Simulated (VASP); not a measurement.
Al2Cu:

```
CELL_PARAMETERS angstrom
4.10518 0.00000 0.00000
0.00000 4.10518 0.00000
0.00000 0.00000 2.89131
ATOMIC_POSITIONS crystal
Al 0.50000 0.00000 0.50000
Al 0.00000 0.50000 0.50000
Cu 0.00000 0.00000 0.00000
```

- Program: VASP 6.6.1
- Task: relaxation of cell and atoms
- Functional: PBEsol
- Potentials or basis: VASP PAW PBE potentials, release 64 (Al, Cu)
- Cutoff: 600 eV
- k mesh: 10 × 10 × 14
- Occupations: gaussian, width 0.1 eV
- Spin: no spin polarisation

At the start: pressure -1.6 GPa; volume 16.24 Å³/atom.

Q: How do energy, volume and symmetry change on relaxing?

A: Over 17 steps the energy falls by 2.9 meV/atom and the volume is 15.89 Å³/atom (-2.2 %); space group P4/mmm (No. 123, to 0.1 Å) before and after.

Step by step:
```
step  energy change (eV)  largest force (eV/Å)  pressure (GPa)  volume (Å³)
   1              0.0000                0.0000           -1.60        48.73
   2             -0.0083                0.0000            0.31        47.59
   3             -0.0083                0.0000           -0.04        47.65
   4             -0.0083                0.0000           -0.06        47.63
   5             -0.0085                0.0000           -0.08        47.65
   6             -0.0086                0.0000           -0.16        47.67
   7             -0.0086                0.0000            0.06        47.53
   8             -0.0086                0.0000            0.11        47.58
   9             -0.0086                0.0000            0.03        47.62
  10             -0.0086                0.0000           -0.12        47.63
  11             -0.0086                0.0000            0.10        47.62
  12             -0.0086                0.0000           -0.05        47.62
  13             -0.0086                0.0000            0.18        47.62
  14             -0.0085                0.0000           -0.23        47.74
  15             -0.0086                0.0000            0.05        47.67
  16             -0.0086                0.0000           -0.26        47.68
  17             -0.0086                0.0000            0.01        47.67
```

Final structure:
```
CELL_PARAMETERS angstrom
4.08987 0.00000 0.00000
0.00000 4.08987 0.00000
0.00000 0.00000 2.85014
ATOMIC_POSITIONS crystal
Al 0.50000 0.00000 0.50000
Al 0.00000 0.50000 0.50000
Cu 0.00000 0.00000 0.00000
```

Caveat: the PAW data sets were made with another functional, which shifts forces and pressure a little.
